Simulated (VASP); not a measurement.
# C (Fd-3m) in VASP: a series of runs

C is run at these levels: PBEsol, LDA; tasks: relaxation of cell and atoms.

Program: VASP 6.6.1. These are calculated values, not measurements. Logs are shortened: lines on timing, memory, paths and dates and some standing lists are left out, and cuts for length are marked.

## Step 1: The cell of the first run

Symmetry: Fd-3m, No. 227, cubic system. Conventional cell: a = 3.572 Å, b = 3.572 Å, c = 3.572 Å, α = 90.00°, β = 90.00°, γ = 90.00°. C (site symmetry -43m) has 4 C at 1.55 Å within 2.1 Å.

## Step 2: Relaxation of cell and atoms, PBEsol

File INCAR:

```
SYSTEM = C
PREC = Accurate ; ENCUT = 600
EDIFF = 1E-6 ; ISMEAR = -1
SIGMA = 0.02 ; LREAL = .FALSE.
LASPH = .TRUE. ; NELM = 100
ALGO = Normal ; ISIF = 3
LWAVE = .FALSE. ; LCHARG = .FALSE.
GGA = PS ; IBRION = 2
NSW = 80 ; EDIFFG = -0.005
```

File KPOINTS:

```
Automatic mesh
0
G
  12 12 12
  0 0 0
```

File POSCAR:

```
C
1.0
    0.0000000000      1.7857704569      1.7857704569
    1.7857704569      0.0000000000      1.7857704569
    1.7857704569      1.7857704569      0.0000000000
C
2
Direct
    0.0000000000      0.0000000000      0.0000000000
    0.2500000000      0.2500000000      0.2500000000
```

Potentials or basis: VASP PAW PBE potentials, release 64 (C).

Command:

```console
$ cat potpaw_PBE.64/C/POTCAR > POTCAR
$ mpirun -np 1 vasp_std > vasp.out
```

OUTCAR:

```text
SYSTEM = C
   PREC = Accurate
   ENCUT = 600
   EDIFF = 1E-6
   ISMEAR = -1
   LREAL = .FALSE.
   LASPH = .TRUE.
   NELM = 100
   ISIF = 3
   GGA = PS
   IBRION = 2
   NSW = 80
   EDIFFG = -0.005

 ion  position               nearest neighbor table
   1  0.000  0.000  0.000-   2 1.55   2 1.55   2 1.55   2 1.55
   2  0.250  0.250  0.250-   1 1.55   1 1.55   1 1.55   1 1.55

  LATTYP: Found a face centered cubic cell.
 ALAT       =     3.5715409138

  Lattice vectors:

 A1 = (   0.0000000000,   1.7857704569,   1.7857704569)
 A2 = (   1.7857704569,   0.0000000000,   1.7857704569)
 A3 = (   1.7857704569,   1.7857704569,   0.0000000000)

Analysis of symmetry for initial positions (statically):
=====================================================================
 Subroutine PRICEL returns:
 Original cell was already a primitive cell.

 Routine SETGRP: Setting up the symmetry group for a
 face centered cubic supercell.

 Subroutine GETGRP returns: Found 48 space group operations
 (whereof 24 operations were pure point group operations)
 out of a pool of 48 trial point group operations.

The static configuration has the point symmetry T_d .
 The point group associated with its full space group is O_h .

Analysis of symmetry for dynamics (positions and initial velocities):
=====================================================================
 Subroutine PRICEL returns:
 Original cell was already a primitive cell.

 Routine SETGRP: Setting up the symmetry group for a
 face centered cubic supercell.

 Subroutine GETGRP returns: Found 48 space group operations
 (whereof 24 operations were pure point group operations)
 out of a pool of 48 trial point group operations.

The dynamic configuration has the point symmetry T_d .
 The point group associated with its full space group is O_h .

 Subroutine INISYM returns: Found 48 space group operations
 (whereof 24 operations are pure point group operations),
 and found     1 'primitive' translations

----------------------------------------------------------------------------------------

                                     Primitive cell

  volume of cell :      11.3896

  direct lattice vectors                    reciprocal lattice vectors
     0.000000000  1.785770457  1.785770457    -0.279991193  0.279991193  0.279991193
     1.785770457  0.000000000  1.785770457     0.279991193 -0.279991193  0.279991193
     1.785770457  1.785770457  0.000000000     0.279991193  0.279991193 -0.279991193

  length of vectors
     2.525460799  2.525460799  2.525460799     0.484958971  0.484958971  0.484958971

  position of ions in fractional coordinates (direct lattice)
     0.000000000  0.000000000  0.000000000
     0.250000000  0.250000000  0.250000000

  ion indices of the primitive-cell ions
   primitive index   ion index
                 1           1
                 2           2

----------------------------------------------------------------------------------------

 KPOINTS: Automatic mesh

Automatic generation of k-mesh.
 Grid dimensions read from file:
 generate k-points for:   12   12   12

 Generating k-lattice:

  Cartesian coordinates                     Fractional coordinates (reciprocal lattice)
    -0.023332599  0.023332599  0.023332599     0.083333333  0.000000000  0.000000000
     0.023332599 -0.023332599  0.023332599     0.000000000  0.083333333  0.000000000
     0.023332599  0.023332599 -0.023332599     0.000000000  0.000000000  0.083333333

  Length of vectors
     0.040413248  0.040413248  0.040413248

  Shift w.r.t. Gamma in fractional coordinates (k-lattice)
     0.000000000  0.000000000  0.000000000

 Subroutine IBZKPT returns following result:
 ===========================================

 Found     72 irreducible k-points:

 Following reciprocal coordinates:
            Coordinates               Weight
  0.000000  0.000000  0.000000      1.000000
  0.083333  0.000000  0.000000      8.000000
  0.166667  0.000000  0.000000      8.000000
  0.250000  0.000000  0.000000      8.000000
  0.333333  0.000000  0.000000      8.000000
  0.416667  0.000000  0.000000      8.000000
[... 16 lines left out ...]
  0.500000  0.166667  0.000000     24.000000
 -0.416667  0.166667  0.000000     24.000000
 [... further k-points ...]
   k-points           NKPTS =     72   k-points in BZ     NKDIM =     72   number of bands    NBANDS=      8
   number of dos      NEDOS =    301   number of ions     NIONS =      2
   total plane-waves  NPLWV =   8000
   dimension x,y,z NGX =    20 NGY =   20 NGZ =   20
   dimension x,y,z NGXF=    40 NGYF=   40 NGZF=   40
   ions per type =               2
   NGX,Y,Z   is equivalent  to a cutoff of  13.17, 13.17, 13.17 a.u.
   NGXF,Y,Z  is equivalent  to a cutoff of  26.33, 26.33, 26.33 a.u.
 SYSTEM =  C
   PREC   = accura    normal or accurate (medium, high low for compatibility)
   ISTART =      0    job   : 0-new  1-cont  2-samecut
   ICHARG =      2    charge: 1-file 2-atom 10-const
   ISPIN  =      1    spin polarized calculation?
   LNONCOLLINEAR =      F non collinear calculations
   LSORBIT =      F    spin-orbit coupling
   LASPH  =      T    aspherical Exc in radial PAW
   ENCUT  =  600.0 eV  44.10 Ry    6.64 a.u.   5.04  5.04  5.04*2*pi/ulx,y,z
   NELM   =    100;   NELMIN=  2; NELMDL= -5     # of ELM steps
   EDIFF  = 0.1E-05   stopping-criterion for ELM
   LREAL  =      F    real-space projection
   EDIFFG = -.5E-02   stopping-criterion for IOM
   NSW    =     80    number of steps for IOM
   IBRION =      2    ionic relax: 0-MD 1-quasi-New 2-CG
   NFREE  =      1    steps in history (QN), initial steepest desc. (CG)
   ISIF   =      3    stress and relaxation
   ISYM   =      2    0-nonsym 1-usesym 2-fastsym
   POTIM  = 0.5000    time-step for ionic-motion
   TEBEG  =    0.0;   TEEND  =   0.0 temperature during run
   PSTRESS=    0.0 pullay stress
   NELECT =       8.0000    total number of electrons
   NUPDOWN=      -1.0000    fix difference up-down
   EMIN   =  10.00;   EMAX   =-10.00  energy-range for DOS
   EFERMI =   0.00;   METHOD = LEGACY
   ISMEAR =    -1;   SIGMA  =   0.02  broadening in eV -4-tet -1-fermi 0-gaus
   EFERMI_NEDOS =   21; number of points for ismear=-14 and -15
   IALGO  =     38    algorithm
   IMIX   =      4    mixing-type and parameters
     AMIX     =   0.40;   BMIX     =  1.00
     AMIX_MAG =   1.60;   BMIX_MAG =  1.00
  volume/ion in A,a.u.               =       5.69        38.43
  Fermi-wavevector in a.u.,A,eV,Ry     =   1.455244  2.750013 28.813541  2.117736
  Thomas-Fermi vector in A             =   2.572301
   LORBIT       =      0    0 simple, 1 ext, 2 COOP (PROOUT), +10 PAW based schemes
   GGA     = PS    functional components
   LHFCALC =     F    Hartree Fock is set to
   AEXX    =    0.0000 exact exchange contribution
   IVDW    =     0    specifies the selected vdW correction
   LEPSILON=     F    determine dielectric tensor
   LRPA    =     F    only Hartree local field effects (RPA)
 conjugate gradient relaxation of ions
 non-spin polarized calculation
  energy-cutoff  :      600.00
  volume of cell :       11.39
 maximum number of plane-waves:       392
   NGX =  9   NGY =  9   NGZ =  9

--------------------------------------- Ionic step        1  -------------------------------------------

 number of electron       7.9999999 magnetization

 Free energy of the ion-electron system (eV)
  ---------------------------------------------------
  ext. energy  EPLUGINS =         0.00000000
  ---------------------------------------------------
  free energy    TOTEN  =       -19.25188110 eV

  energy without entropy =      -19.25188110  energy(sigma->0) =      -19.25188110

------------------------ aborting loop because EDIFF is reached ----------------------------------------

  FORCE on cell =-STRESS in cart. coord.  units (eV):
  Direction    XX          YY          ZZ          XY          YZ          ZX
  --------------------------------------------------------------------------------------
  -------------------------------------------------------------------------------------
  Total       -0.4370765     -0.4370765     -0.4370765      0.0000000      0.0000000     -0.0000000
  in kB      -61.4838619    -61.4838619    -61.4838619      0.0000000      0.0000000     -0.0000000
  external PRESSURE =     -61.4838619 kB  Pullay stress =       0.0000000 kB
[... 57 lines left out ...]
  energy  without entropy=      -19.2499546172  energy(sigma->0) =      -19.24995462

--------------------------------------- Ionic step        3  -------------------------------------------

 number of electron       7.9999999 magnetization

 Free energy of the ion-electron system (eV)
  ---------------------------------------------------
  ext. energy  EPLUGINS =         0.00000000
  ---------------------------------------------------
  free energy    TOTEN  =       -19.25496447 eV

  energy without entropy =      -19.25496447  energy(sigma->0) =      -19.25496447

 E-fermi :  10.3230     XC(G=0): -13.4820

 val. band max:        9.8525226053   @ k =   0.0000   0.0000   0.0000
 cond. band min:      13.9113965303   @ k =   0.3333   0.3333   0.0000
 fundamental gap:      4.0588739251
 Fermi energy:        10.3230112999

 k-point     1 :       0.0000    0.0000    0.0000
  band No.  band energies     occupation
      1     -11.8030      2.00000
      2       9.8525      2.00000
      3       9.8525      2.00000
      4       9.8525      2.00000
      5      15.4194      0.00000
      6      15.4194      0.00000
      7      15.4194      0.00000
      8      23.4483      0.00000
[... 243 lines left out ...]
 k-point    24 :      -0.4167    0.1667    0.0000
  band No.  band energies     occupation
      1      -5.5168      2.00000
      2      -2.8507      2.00000
      3       4.3102      2.00000
      4       6.2103      2.00000
      5      17.3171      0.00000
      6      20.0888      0.00000
      7      21.1597      0.00000
      8      25.3060      0.00000

 [... further k-points ...]
[... 5 lines left out ...]
  --------------------------------------------------------------------------------------
  -------------------------------------------------------------------------------------
  Total       -0.0014156     -0.0014156     -0.0014156     -0.0000000      0.0000000      0.0000000
  in kB       -0.2019403     -0.2019403     -0.2019403     -0.0000000      0.0000000      0.0000000
  external PRESSURE =      -0.2019403 kB  Pullay stress =       0.0000000 kB
[... 17 lines left out ...]
  FREE ENERGIE OF THE ION-ELECTRON SYSTEM (eV)
  ---------------------------------------------------
  free  energy   TOTEN  =       -19.2549644661 eV

  energy  without entropy=      -19.2549644661  energy(sigma->0) =      -19.25496447

 reached required accuracy - stopping structural energy minimisation
```

Run time: 8.5 s. Hardware: 1 thread of Intel Xeon Platinum 8488C (Sapphire Rapids), shared host; peak memory 0.11 GiB.

Results:

- Free energy: -19.2550 eV
- Relaxed volume: 5.62 Å³/atom
- Relaxed cell: a = 2.514 Å, b = 2.514 Å, c = 2.514 Å, α = 60.00°, β = 60.00°, γ = 60.00°
- Space group after relaxing (to 0.05 Å): Fd-3m (No. 227)
- Energy gained by relaxing: 1.5 meV/atom
- Ionic steps: 3
- Pressure after relaxing: 0.0 GPa
- Band gap on the k mesh: 4.06 eV, indirect (least direct gap 5.57 eV)

The path:
| step | energy change (eV) | largest force (eV/Å) | pressure (GPa) | volume (Å³) |
| --- | --- | --- | --- | --- |
| 1 | 0.0000 | 0.0000 | -6.15 | 11.39 |
| 2 | 0.0019 | 0.0000 | 8.24 | 11.03 |
| 3 | -0.0031 | 0.0000 | -0.02 | 11.23 |

Final structure:
```
C
1.0
     0.00000    1.77746    1.77746
     1.77746    0.00000    1.77746
     1.77746    1.77746    0.00000
C
2
Direct
  0.00000 0.00000 0.00000
  0.25000 0.25000 0.25000
```

Caveat: the PAW data sets were made with another functional, which shifts forces and pressure a little.

[end of part 1 of 2]
